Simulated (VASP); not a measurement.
A run of VASP 6.6.1 is set up as follows.

File INCAR:

```
PREC = Accurate ; ENCUT = 520
EDIFF = 1E-8 ; ISMEAR = -1
SIGMA = 0.1 ; LREAL = F
LASPH = T ; NELM = 150
ALGO = Normal ; ISIF = 2
LWAVE = F ; LCHARG = F
ISPIN = 2 ; MAGMOM = 0.5 -0.5
LORBIT = 11 ; GGA = RP
IVDW = 13 ; LEFG = T
NBANDS = 16
```

Contents of KPOINTS:

```
Automatic mesh
0
Gamma
  12 12 11
```

Contents of POSCAR:

```
N
1.0
    2.5121080000     -0.0029530000     -0.0418190000
   -1.2586110000      2.1788460000      0.0370190000
   -0.0405990000      0.0180590000      2.4591230000
N
2
Direct
    0.3333333333      0.6666666667      0.7500000000
    0.6666666667      0.3333333333      0.2500000000
```

Potentials or basis: VASP PAW PBE potentials, release 64 (N).

Run with:

```console
$ cat potpaw_PBE.64/N/POTCAR > POTCAR
$ mpirun -np 1 vasp_std > vasp.out
```

Estimate the dispersion energy per atom.

-0.423 eV.

Predict the largest force.

0.038 eV/Å.

Electric field gradients, principal values (V/Å²):
```csv
atom,least,middle,greatest (by size)
1 N,-12.515,-14.043,26.558
2 N,-12.515,-14.043,26.558
```

Caveat: the cell differs from its parent crystal (the cell strained at random); without QUAD_EFG the Cq values of the log hold for a quadrupole moment of 1 mb, not for the nuclei; the PAW data sets were made with another functional, which shifts forces and pressure a little.
